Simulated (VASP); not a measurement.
# AlInSbN2 (P3m1) in VASP: notebook, part 2 of 4

VASP 6.6.1. Earlier steps stand in the parts before.

**3. Single point, PBE**

This run uses another cell than the first one, of 18.30 Å³/atom, 1.117 times its volume.

Contents of INCAR:

```
SYSTEM = AlInSbN2
PREC     = Accurate       ! precision mode
ENCUT    = 520            ! plane-wave cutoff, eV
EDIFF    = 1E-7           ! SCF threshold, eV
ISMEAR   = 0              ! smearing method
SIGMA    = 0.1            ! smearing width, eV
LREAL    = .False.        ! projectors in reciprocal space
LASPH    = .True.         ! aspherical terms in the spheres
NELM     = 80             ! most SCF steps
ALGO     = Normal         ! electronic algorithm
ISIF     = 2              ! what is computed and relaxed
LWAVE    = .False.        ! write WAVECAR
LCHARG   = .False.        ! write CHGCAR
GGA      = PE             ! functional
NBANDS   = 24             ! bands
```

Contents of KPOINTS:

```
Automatic mesh
0
Gamma
  6 6 4
  0 0 0
```

Contents of POSCAR:

```
AlInSbN2
1.0
    4.0287236200      0.0000000000      0.0000000000
   -2.0143618100      3.4889770000      0.0000000000
    0.0000000000      0.0000000000      6.5094062700
Al In Sb N
1 1 1 2
Direct
    0.0000000000      0.0000000000      0.3765620000
    0.3333333300      0.6666666700      0.9841210200
    0.6666666700      0.3333333300      0.6335849800
    0.6666666700      0.3333333300      0.2403230100
    0.0000000000      0.0000000000      0.7654089900
```

Potentials or basis: VASP PAW PBE potentials, release 64 (Al, In_d, Sb, N).

On the command line:

```sh
$ cat potpaw_PBE.64/Al/POTCAR potpaw_PBE.64/In_d/POTCAR potpaw_PBE.64/Sb/POTCAR potpaw_PBE.64/N/POTCAR > POTCAR
$ mpirun -np 1 vasp_std > vasp.out
```

OUTCAR:

```text
SYSTEM = AlInSbN2
   PREC = Accurate
   ENCUT = 520
   EDIFF = 1E-7
   ISMEAR = 0
   LREAL = .False.
   LASPH = .True.
   NELM = 80
   ISIF = 2
   GGA = PE

 ion  position               nearest neighbor table
   1  0.000  0.000  0.377-   4 2.49   4 2.49   4 2.49   5 2.53   3 2.87   3 2.87   3 2.87   2 3.45
                             2 3.45   2 3.45
   2  0.333  0.667  0.984-   5 2.73   5 2.73   5 2.73   4 2.86   4 2.86   4 2.86   3 3.26   3 3.26
                             3 3.26   1 3.45   1 3.45   1 3.45
   3  0.667  0.333  0.634-   5 2.48   5 2.48   5 2.48   4 2.56   1 2.87   1 2.87   1 2.87   2 3.26
                             2 3.26   2 3.26
   4  0.667  0.333  0.240-   1 2.49   1 2.49   1 2.49   3 2.56   2 2.86   2 2.86   2 2.86
   5  0.000  0.000  0.765-   3 2.48   3 2.48   3 2.48   1 2.53   2 2.73   2 2.73   2 2.73

  LATTYP: Found a hexagonal cell.
 ALAT       =     4.0287236200
 C/A-ratio  =     1.6157490272

  Lattice vectors:

 A1 = (   4.0287236200,   0.0000000000,   0.0000000000)
 A2 = (  -2.0143618100,   3.4889770000,   0.0000000000)
 A3 = (   0.0000000000,   0.0000000000,   6.5094062700)

Analysis of symmetry for initial positions (statically):
=====================================================================
 Subroutine PRICEL returns:
 Original cell was already a primitive cell.

 Routine SETGRP: Setting up the symmetry group for a
 hexagonal supercell.

 Subroutine GETGRP returns: Found  6 space group operations
 (whereof  6 operations were pure point group operations)
 out of a pool of 24 trial point group operations.

The static configuration has the point symmetry C_3v.

Analysis of symmetry for dynamics (positions and initial velocities):
=====================================================================
 Subroutine PRICEL returns:
 Original cell was already a primitive cell.

 Routine SETGRP: Setting up the symmetry group for a
 hexagonal supercell.
[... 129 lines left out ...]
     AMIX     =   0.40;   BMIX     =  1.00
     AMIX_MAG =   1.60;   BMIX_MAG =  1.00
  volume/ion in A,a.u.               =      18.30       123.49
  Fermi-wavevector in a.u.,A,eV,Ry     =   1.141282  2.156711 17.721932  1.302525
  Thomas-Fermi vector in A             =   2.277983
   LORBIT       =      0    0 simple, 1 ext, 2 COOP (PROOUT), +10 PAW based schemes
   GGA     = PE    functional components
   LHFCALC =     F    Hartree Fock is set to
   AEXX    =    0.0000 exact exchange contribution
   IVDW    =     0    specifies the selected vdW correction
   LEPSILON=     F    determine dielectric tensor
   LRPA    =     F    only Hartree local field effects (RPA)
 non-spin polarized calculation
 Gauss-broadening in eV      SIGMA  =   0.10
  energy-cutoff  :      520.00
  volume of cell :       91.50
 maximum number of plane-waves:      2503
 NGX is ok and might be reduce to    30
   NGX = 15   NGY = 15   NGZ = 25

 number of electron      31.0000002 magnetization

 Free energy of the ion-electron system (eV)
  ---------------------------------------------------
  ext. energy  EPLUGINS =         0.00000000
  ---------------------------------------------------
  free energy    TOTEN  =       -22.25975312 eV

  energy without entropy =      -22.23825530  energy(sigma->0) =      -22.24900421

 E-fermi :   6.7785     XC(G=0): -10.1296

 val. band max:        6.7687636376   @ k =  -0.1667   0.5000   0.2500
 cond. band min:       6.7789568500   @ k =   0.0000   0.3333   0.2500
 fundamental gap:      0.0101932123
 Fermi energy:         6.7785298502

 k-point     1 :       0.0000    0.0000    0.0000
  band No.  band energies     occupation
      1      -8.5090      2.00000
      2      -7.5970      2.00000
      3      -7.5642      2.00000
      4      -7.5642      2.00000
      5      -7.5465      2.00000
      6      -7.5465      2.00000
[... 637 lines left out ...]
     23      12.2553      0.00000
     24      12.3889      0.00000

------------------------ aborting loop because EDIFF is reached ----------------------------------------

  FORCE on cell =-STRESS in cart. coord.  units (eV):
  Direction    XX          YY          ZZ          XY          YZ          ZX
  --------------------------------------------------------------------------------------
  -------------------------------------------------------------------------------------
  Total       -4.2256768     -4.2256768     -1.0214833      0.0000000     -0.0000000      0.0000000
  in kB      -73.9945783    -73.9945783    -17.8868921      0.0000000     -0.0000000      0.0000000
  external PRESSURE =     -55.2920162 kB  Pullay stress =       0.0000000 kB

 VOLUME and BASIS-vectors are now :
 -----------------------------------------------------------------------------
  energy-cutoff  :      520.00
  volume of cell :       91.50
      direct lattice vectors                 reciprocal lattice vectors
     4.028723620  0.000000000  0.000000000     0.248217573  0.143308483  0.000000000
    -2.014361810  3.488977000  0.000000000     0.000000000  0.286616965  0.000000000
     0.000000000  0.000000000  6.509406270     0.000000000  0.000000000  0.153623842

 POSITION                                       TOTAL-FORCE (eV/Angst)
 -----------------------------------------------------------------------------------
      0.00000      0.00000      2.45120        -0.000000     -0.000000     -1.540039
     -0.00000      2.32598      6.40604        -0.000000     -0.000000      0.830296
      2.01436      1.16299      4.12426        -0.000000      0.000000      0.439048
      2.01436      1.16299      1.56436         0.000000     -0.000000      1.196092
      0.00000      0.00000      4.98236        -0.000000     -0.000000     -0.925397
 -----------------------------------------------------------------------------------
    total drift:                               -0.000009      0.000005     -0.000207

  FREE ENERGIE OF THE ION-ELECTRON SYSTEM (eV)
  ---------------------------------------------------
  free  energy   TOTEN  =       -22.2597531179 eV

  energy  without entropy=      -22.2382553040  energy(sigma->0) =      -22.24900421
```

Wall time 30 s (1 thread of Intel Xeon 6975P-C (Granite Rapids), shared host); peak memory 0.23 GiB.

What came out:

| Quantity | Value |
| --- | --- |
| Free energy | -22.2598 eV |
| Pressure | -5.5 GPa |
| Largest force | 1.540 eV/Å |

Forces on the atoms (eV/Å):
```
Al   0.000  0.000 -1.540
In   0.000  0.000  0.830
Sb   0.000  0.000  0.439
N    0.000  0.000  1.196
N    0.000  0.000 -0.925
```

Levels at points of the mesh, in eV from the Fermi level:
| k point | band 11 | band 12 | band 13 | band 14 | band 15 | band 16 | band 17 | band 18 | band 19 | band 20 |
| --- | --- | --- | --- | --- | --- | --- | --- | --- | --- | --- |
| (0.00, 0.00, 0.00) | -3.40 | -3.11 | -2.35 | -2.34 | -2.34 | 1.15 | 1.15 | 1.20 | 2.77 | 3.36 |
| (0.50, 0.00, 0.00) | -4.63 | -4.54 | -2.63 | -2.62 | -0.93 | -0.08 | 1.09 | 1.47 | 2.16 | 3.33 |
| (0.00, 0.00, 0.50) | -3.40 | -3.40 | -2.29 | -2.29 | -1.37 | 0.22 | 0.93 | 0.93 | 1.06 | 3.49 |
| (0.50, 0.00, 0.50) | -4.45 | -3.31 | -3.00 | -2.70 | -1.70 | -0.50 | 1.24 | 1.87 | 2.01 | 3.04 |

Caveat: spin-orbit coupling is left out, which moves the levels of the heavy elements; forces of over 1 eV/Å act on the atoms, so gaps and moduli don't describe the material at rest.

(Continued in part 3 of 4.)
